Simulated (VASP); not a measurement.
# Ir (P6/mmm) in VASP: further runs

Runs on Ir. Level: RPBE. Tasks: single point, relaxation of cell and atoms.

Everything below comes from runs of VASP 6.6.1. Logs are shortened: lines on timing, memory, paths and dates and some standing lists are left out, and cuts for length are marked.

**1. The cell of the first run**

Symmetry: P6/mmm, No. 191, hexagonal system. Conventional cell: a = 4.397 Å, b = 4.397 Å, c = 2.717 Å, α = 90.00°, β = 90.00°, γ = 120.00°. Within 3.6 Å of Ir (site symmetry 6/mmm) lie 14 Ir at 2.72 to 2.88 Å. Ir (site symmetry -6m2) has 11 Ir at 2.54 to 2.88 Å within 3.4 Å.

This isn't the form of Ir at room conditions, which is fcc.

**2. Single point, RPBE**

INCAR

```
  PREC = Accurate
  ENCUT = 520
  EDIFF = 1E-6
  ISMEAR = -1
  SIGMA = 0.1
  LREAL = F
  LASPH = T
  NELM = 60
  ALGO = Normal
  ISIF = 2
  LWAVE = F
  LCHARG = F
  GGA = RP
  NBANDS = 20
```

KPOINTS

```
regular mesh
0
Gamma
  11 11 15
```

POSCAR

```
Ir
1.0
    4.3970250160      0.0000000000      0.0000000000
   -2.1985125080      3.8079353649      0.0000000000
    0.0000000000      0.0000000000      2.7169351413
Ir
3
Direct
    0.0000000000      0.0000000000      0.0000000000
    0.3333333333      0.6666666667      0.5000000000
    0.6666666667      0.3333333333      0.5000000000
```

Potentials or basis: VASP PAW PBE potentials, release 64 (Ir).

The run is started by

```bash
> cat potpaw_PBE.64/Ir/POTCAR > POTCAR
> mpirun -np 1 vasp_std > vasp.out
```

OUTCAR:

```text
PREC = Accurate
   ENCUT = 520
   EDIFF = 1E-6
   ISMEAR = -1
   LREAL = F
   LASPH = T
   NELM = 60
   ISIF = 2
   GGA = RP

 ion  position               nearest neighbor table
   1  0.000  0.000  0.000-   2 2.88   3 2.88   2 2.88   3 2.88   2 2.88   2 2.88   3 2.88   3 2.88
                             3 2.88   3 2.88   2 2.88   2 2.88
   2  0.333  0.667  0.500-   3 2.54   3 2.54   3 2.54   1 2.88   1 2.88   1 2.88   1 2.88   1 2.88
                             1 2.88
   3  0.667  0.333  0.500-   2 2.54   2 2.54   2 2.54   1 2.88   1 2.88   1 2.88   1 2.88   1 2.88
                             1 2.88

  LATTYP: Found a hexagonal cell.
 ALAT       =     4.3970250160
 C/A-ratio  =     0.6179030439

  Lattice vectors:

 A1 = (   4.3970250160,   0.0000000000,   0.0000000000)
 A2 = (  -2.1985125080,   3.8079353649,   0.0000000000)
 A3 = (   0.0000000000,   0.0000000000,   2.7169351413)

Analysis of symmetry for initial positions (statically):
=====================================================================
 Subroutine PRICEL returns:
 Original cell was already a primitive cell.

 Routine SETGRP: Setting up the symmetry group for a
 hexagonal supercell.

 Subroutine GETGRP returns: Found 24 space group operations
 (whereof 24 operations were pure point group operations)
 out of a pool of 24 trial point group operations.

The static configuration has the point symmetry D_6h.

Analysis of symmetry for dynamics (positions and initial velocities):
=====================================================================
 Subroutine PRICEL returns:
 Original cell was already a primitive cell.

 Routine SETGRP: Setting up the symmetry group for a
 hexagonal supercell.

 Subroutine GETGRP returns: Found 24 space group operations
 (whereof 24 operations were pure point group operations)
 out of a pool of 24 trial point group operations.

The dynamic configuration has the point symmetry D_6h.

 Subroutine INISYM returns: Found 24 space group operations
 (whereof 24 operations are pure point group operations),
 and found     1 'primitive' translations

----------------------------------------------------------------------------------------

                                     Primitive cell

  volume of cell :      45.4912

  direct lattice vectors                    reciprocal lattice vectors
     4.397025016  0.000000000  0.000000000     0.227426498  0.131304750  0.000000000
    -2.198512508  3.807935365  0.000000000     0.000000000  0.262609499  0.000000000
     0.000000000  0.000000000  2.716935141     0.000000000  0.000000000  0.368061786

  length of vectors
     4.397025016  4.397025016  2.716935141     0.262609499  0.262609499  0.368061786

  position of ions in fractional coordinates (direct lattice)
     0.000000000  0.000000000  0.000000000
     0.333333333  0.666666667  0.500000000
     0.666666667  0.333333333  0.500000000

  ion indices of the primitive-cell ions
   primitive index   ion index
                 1           1
                 2           2
                 3           3

----------------------------------------------------------------------------------------

 KPOINTS: regular mesh

Automatic generation of k-mesh.
 Grid dimensions read from file:
 generate k-points for:   11   11   15

 Generating k-lattice:

  Cartesian coordinates                     Fractional coordinates (reciprocal lattice)
     0.020675136  0.011936795  0.000000000     0.090909091  0.000000000  0.000000000
     0.000000000  0.023873591  0.000000000     0.000000000  0.090909091  0.000000000
     0.000000000  0.000000000  0.024537452     0.000000000  0.000000000  0.066666667

  Length of vectors
     0.023873591  0.023873591  0.024537452

  Shift w.r.t. Gamma in fractional coordinates (k-lattice)
     0.000000000  0.000000000  0.000000000

 Subroutine IBZKPT returns following result:
 ===========================================

 Found    128 irreducible k-points:

 Following reciprocal coordinates:
            Coordinates               Weight
  0.000000  0.000000  0.000000      1.000000
  0.090909  0.000000  0.000000      6.000000
  0.181818 -0.000000  0.000000      6.000000
  0.272727 -0.000000  0.000000      6.000000
  0.363636 -0.000000  0.000000      6.000000
  0.454545  0.000000  0.000000      6.000000
[... 16 lines left out ...]
  0.090909  0.090909  0.066667     12.000000
  0.181818  0.090909  0.066667     24.000000
 [... further k-points ...]
   k-points           NKPTS =    128   k-points in BZ     NKDIM =    128   number of bands    NBANDS=     20
   number of dos      NEDOS =    301   number of ions     NIONS =      3
   total plane-waves  NPLWV =  25920
   dimension x,y,z NGX =    36 NGY =   36 NGZ =   20
   dimension x,y,z NGXF=    72 NGYF=   72 NGZF=   40
   ions per type =               3
   NGX,Y,Z   is equivalent  to a cutoff of  13.61, 13.61, 12.24 a.u.
   NGXF,Y,Z  is equivalent  to a cutoff of  27.22, 27.22, 24.48 a.u.
 SYSTEM =  unknown system
   PREC   = accura    normal or accurate (medium, high low for compatibility)
   ISTART =      0    job   : 0-new  1-cont  2-samecut
   ICHARG =      2    charge: 1-file 2-atom 10-const
   ISPIN  =      1    spin polarized calculation?
   LNONCOLLINEAR =      F non collinear calculations
   LSORBIT =      F    spin-orbit coupling
   LASPH  =      T    aspherical Exc in radial PAW
   ENCUT  =  520.0 eV  38.22 Ry    6.18 a.u.   8.18  8.18  5.05*2*pi/ulx,y,z
   NELM   =     60;   NELMIN=  2; NELMDL= -5     # of ELM steps
   EDIFF  = 0.1E-05   stopping-criterion for ELM
   LREAL  =      F    real-space projection
   EDIFFG = 0.1E-04   stopping-criterion for IOM
   NSW    =      0    number of steps for IOM
   IBRION =     -1    ionic relax: 0-MD 1-quasi-New 2-CG
   NFREE  =      0    steps in history (QN), initial steepest desc. (CG)
   ISIF   =      2    stress and relaxation
   ISYM   =      2    0-nonsym 1-usesym 2-fastsym
   POTIM  = 0.5000    time-step for ionic-motion
   TEBEG  =    0.0;   TEEND  =   0.0 temperature during run
   PSTRESS=    0.0 pullay stress
   NELECT =      27.0000    total number of electrons
   NUPDOWN=      -1.0000    fix difference up-down
   EMIN   =  10.00;   EMAX   =-10.00  energy-range for DOS
   EFERMI =   0.00;   METHOD = LEGACY
   ISMEAR =    -1;   SIGMA  =   0.10  broadening in eV -4-tet -1-fermi 0-gaus
   EFERMI_NEDOS =   21; number of points for ismear=-14 and -15
   IALGO  =     38    algorithm
   IMIX   =      4    mixing-type and parameters
     AMIX     =   0.40;   BMIX     =  1.00
     AMIX_MAG =   1.60;   BMIX_MAG =  1.00
  volume/ion in A,a.u.               =      15.16       102.33
  Fermi-wavevector in a.u.,A,eV,Ry     =   1.375794  2.599874 25.753241  1.892810
  Thomas-Fermi vector in A             =   2.501098
   LORBIT       =      0    0 simple, 1 ext, 2 COOP (PROOUT), +10 PAW based schemes
   GGA     = RP    functional components
   LHFCALC =     F    Hartree Fock is set to
   AEXX    =    0.0000 exact exchange contribution
   IVDW    =     0    specifies the selected vdW correction
   LEPSILON=     F    determine dielectric tensor
   LRPA    =     F    only Hartree local field effects (RPA)
 non-spin polarized calculation
  energy-cutoff  :      520.00
  volume of cell :       45.49
 maximum number of plane-waves:      1258
 NGX is ok and might be reduce to    36
   NGX = 17   NGY = 17   NGZ = 11

 number of electron      26.9999999 magnetization

 Free energy of the ion-electron system (eV)
  ---------------------------------------------------
  ext. energy  EPLUGINS =         0.00000000
  ---------------------------------------------------
  free energy    TOTEN  =       -23.68667076 eV

  energy without entropy =      -23.52723120  energy(sigma->0) =      -23.60695098

 E-fermi :   9.3172     XC(G=0): -13.5140

 val. band max:        9.3167070452   @ k =   0.3636  -0.0000   0.0667
 cond. band min:       9.3207676136   @ k =   0.1818  -0.0000   0.4667
 fundamental gap:      0.0040605684
 Fermi energy:         9.3172355833

 k-point     1 :       0.0000    0.0000    0.0000
  band No.  band energies     occupation
      1      -1.0397      2.00000
      2       2.6298      2.00000
      3       4.7982      2.00000
      4       5.0361      2.00000
      5       5.0361      2.00000
      6       5.0496      2.00000
[... 12 lines left out ...]
     19      17.5350      0.00000
     20      17.5352      0.00000

 k-point     2 :       0.0909    0.0000    0.0000
  band No.  band energies     occupation
      1      -0.9160      2.00000
      2       2.6667      2.00000
      3       4.3066      2.00000
      4       4.6364      2.00000
      5       4.7088      2.00000
      6       5.3165      2.00000
[... 12 lines left out ...]
     19      16.0569      0.00000
     20      16.9622      0.00000

 k-point     3 :       0.1818   -0.0000    0.0000
  band No.  band energies     occupation
      1      -0.5547      2.00000
      2       2.7342      2.00000
      3       3.6245      2.00000
      4       4.3460      2.00000
      5       4.3731      2.00000
      6       5.2867      2.00000
[... 12 lines left out ...]
     19      15.9104      0.00000
     20      17.6490      0.00000

 k-point     4 :       0.2727   -0.0000    0.0000
  band No.  band energies     occupation
      1       0.0139      2.00000
      2       2.5813      2.00000
      3       3.2766      2.00000
      4       3.9527      2.00000
      5       4.2414      2.00000
      6       5.1132      2.00000
[... 12 lines left out ...]
     19      16.1704      0.00000
     20      18.9458      0.00000

 k-point     5 :       0.3636   -0.0000    0.0000
  band No.  band energies     occupation
      1       0.7332      2.00000
      2       2.2112      2.00000
      3       3.0242      2.00000
      4       3.8376      2.00000
      5       4.2133      2.00000
      6       4.8294      2.00000
[... 12 lines left out ...]
     19      16.3978      0.00000
     20      20.6989      0.00000

 k-point     6 :       0.4545    0.0000    0.0000
  band No.  band energies     occupation
      1       1.4827      2.00000
      2       2.0075      2.00000
      3       2.4243      2.00000
      4       4.1078      2.00000
      5       4.2337      2.00000
      6       4.4756      2.00000
[... 12 lines left out ...]
     19      16.5295      0.00000
     20      22.6696      0.00000

 k-point     7 :       0.0909    0.0909    0.0000
  band No.  band energies     occupation
      1      -0.6737      2.00000
      2       2.7223      2.00000
      3       3.9404      2.00000
      4       4.0043      2.00000
      5       4.7719      2.00000
      6       5.3294      2.00000
[... 12 lines left out ...]
     19      16.3367      0.00000
     20      17.1168      0.00000
[... 277 lines left out ...]
 k-point    20 :       0.2727   -0.0000    0.0667
  band No.  band energies     occupation
      1       0.1301      2.00000
      2       2.6908      2.00000
      3       3.3675      2.00000
      4       3.9965      2.00000
      5       4.2116      2.00000
      6       5.2040      2.00000
[... 12 lines left out ...]
     19      16.1425      0.00000
     20      19.0197      0.00000

 k-point    21 :       0.3636   -0.0000    0.0667
  band No.  band energies     occupation
      1       0.8458      2.00000
      2       2.3043      2.00000
      3       3.1484      2.00000
      4       3.8784      2.00000
      5       4.1940      2.00000
      6       4.9154      2.00000
[... 12 lines left out ...]
     19      16.3692      0.00000
     20      20.7836      0.00000

 k-point    22 :       0.4545    0.0000    0.0667
  band No.  band energies     occupation
      1       1.5965      2.00000
      2       2.1010      2.00000
      3       2.5293      2.00000
      4       4.1739      2.00000
      5       4.2186      2.00000
      6       4.5522      2.00000
[... 12 lines left out ...]
     19      16.4985      0.00000
     20      22.7907      0.00000

 k-point    23 :       0.0909    0.0909    0.0667
  band No.  band energies     occupation
      1      -0.5525      2.00000
      2       2.8653      2.00000
      3       3.9658      2.00000
      4       3.9742      2.00000
      5       4.8532      2.00000
      6       5.3114      2.00000
[... 12 lines left out ...]
     19      16.3458      0.00000
     20      17.1994      0.00000

 k-point    24 :       0.1818    0.0909    0.0667
  band No.  band energies     occupation
      1      -0.0927      2.00000
      2       2.8369      2.00000
      3       3.4388      2.00000
      4       3.7327      2.00000
      5       4.6626      2.00000
      6       5.3282      2.00000
[... 12 lines left out ...]
     19      16.6330      0.00000
     20      18.0636      0.00000

 [... further k-points ...]

------------------------ aborting loop because EDIFF is reached ----------------------------------------

  FORCE on cell =-STRESS in cart. coord.  units (eV):
  Direction    XX          YY          ZZ          XY          YZ          ZX
  --------------------------------------------------------------------------------------
  -------------------------------------------------------------------------------------
  Total        0.1277038      0.1277038     -0.0285975     -0.0000000     -0.0000000      0.0000000
  in kB        4.4976583      4.4976583     -1.0071883     -0.0000000     -0.0000000      0.0000000
  external PRESSURE =       2.6627095 kB  Pullay stress =       0.0000000 kB

 VOLUME and BASIS-vectors are now :
 -----------------------------------------------------------------------------
  energy-cutoff  :      520.00
  volume of cell :       45.49
      direct lattice vectors                 reciprocal lattice vectors
     4.397025016  0.000000000  0.000000000     0.227426498  0.131304750  0.000000000
    -2.198512508  3.807935365  0.000000000     0.000000000  0.262609499  0.000000000
     0.000000000  0.000000000  2.716935141     0.000000000  0.000000000  0.368061786

 POSITION                                       TOTAL-FORCE (eV/Angst)
 -----------------------------------------------------------------------------------
      0.00000      0.00000      0.00000        -0.000000      0.000000     -0.000000
     -0.00000      2.53862      1.35847         0.000000      0.000000      0.000000
      2.19851      1.26931      1.35847        -0.000000     -0.000000     -0.000000
 -----------------------------------------------------------------------------------
    total drift:                                0.000000      0.000000     -0.000000

  FREE ENERGIE OF THE ION-ELECTRON SYSTEM (eV)
  ---------------------------------------------------
  free  energy   TOTEN  =       -23.6866707625 eV

  energy  without entropy=      -23.5272312032  energy(sigma->0) =      -23.60695098
```

Run time: 72 s. Hardware: 1 thread of Intel Xeon Platinum 8259CL at 2.50GHz (Skylake/Cascade Lake), shared host; peak memory 0.23 GiB.

What came out:

* Free energy: -23.6867 eV
* Pressure: 0.3 GPa
* Band gap on the k mesh: zero (an odd number of electrons rules out a gap without spin polarisation)

Stress tensor (GPa, compression positive):
```
 0.45  0.00  0.00
 0.00  0.45  0.00
 0.00  0.00 -0.10
```

Levels at points of the mesh, in eV from the Fermi level:
```tsv
k point	band 11	band 12	band 13	band 14	band 15	band 16	band 17	band 18
(0.00, 0.00, 0.00)	-1.94	-1.94	-1.88	-1.88	1.09	1.09	5.90	7.17
```

Caveat: the PAW data sets were made with another functional, which shifts forces and pressure a little; spin-orbit coupling is left out, which moves the levels of the heavy elements.

[end of part 1 of 3]
